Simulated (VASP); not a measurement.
Set up this calculation in VASP 6.6.1, as the native input.

- Task: single point
- Functional: r2SCAN
- Potentials or basis: VASP PAW PBE potentials, release 64 (Pb_d, O)
- Cutoff: 520 eV
- k mesh: 8 × 8 × 8
- Occupations: gaussian, width 0.1 eV
- Spin: no spin polarisation
- Dipole correction: no
- Further INCAR settings: ALGO = Normal; EDIFF = 1e-07; NBANDS = 43

Pb2O:

```xyz
6
Lattice="5.5183 0.0000 0.0000 0.0000 5.5183 0.0000 0.0000 0.0000 5.5183" Properties=species:S:1:pos:R:3 pbc="T T T"
Pb    1.3796    1.3796    1.3796
Pb    4.1387    4.1387    1.3796
Pb    1.3796    4.1387    4.1387
Pb    4.1387    1.3796    4.1387
O     0.0000    0.0000    0.0000
O     2.7591    2.7591    2.7591
```

These files were run (other wordings do the same):

POSCAR

```
Pb2O
1.0
    5.5182952036      0.0000000000      0.0000000000
    0.0000000000      5.5182952036      0.0000000000
    0.0000000000      0.0000000000      5.5182952036
Pb O
4 2
Direct
    0.2500000000      0.2500000000      0.2500000000
    0.7500000000      0.7500000000      0.2500000000
    0.2500000000      0.7500000000      0.7500000000
    0.7500000000      0.2500000000      0.7500000000
    0.0000000000      0.0000000000      0.0000000000
    0.5000000000      0.5000000000      0.5000000000
```

INCAR.step1

```
  PREC = Accurate
  ENCUT = 520
  ISMEAR = 0
  SIGMA = 0.1
  LREAL = F
  LASPH = T
  NELM = 60
  NBANDS = 43
  GGA = PE
  ALGO = Normal
  EDIFF = 1E-4
  LWAVE = T
  LCHARG = F
```

INCAR.step2

```
  PREC = Accurate
  ENCUT = 520
  EDIFF = 1E-7
  ISMEAR = 0
  SIGMA = 0.1
  LREAL = F
  LASPH = T
  NELM = 60
  ALGO = Normal
  ISIF = 2
  LWAVE = F
  LCHARG = F
  METAGGA = R2SCAN
  LMIXTAU = T
  NBANDS = 43
  ISTART = 1
```

KPOINTS

```
Automatic mesh
0
Gamma
  8 8 8
```

Potentials or basis: VASP PAW PBE potentials, release 64 (Pb_d, O).

Command:

```bash
$ cat potpaw_PBE.64/Pb_d/POTCAR potpaw_PBE.64/O/POTCAR > POTCAR
$ cp INCAR.step1 INCAR
$ mpirun -np 1 vasp_std > vasp.out
$ cp INCAR.step2 INCAR
$ mpirun -np 1 vasp_std > vasp.out
```

Results of the run:

The pressure is -2.7 GPa. The band gap on the k mesh is zero (bands 34 and 35 overlap by 0.86 eV).

Caveat: the PAW data sets were made with another functional, which shifts forces and pressure a little; spin-orbit coupling is left out, which moves the levels of the heavy elements.

Run time: 10 min on 1 thread of Intel(R) Xeon(R) Platinum 8488C (Sapphire Rapids), with other jobs on the host, peak memory 0.41 GiB.
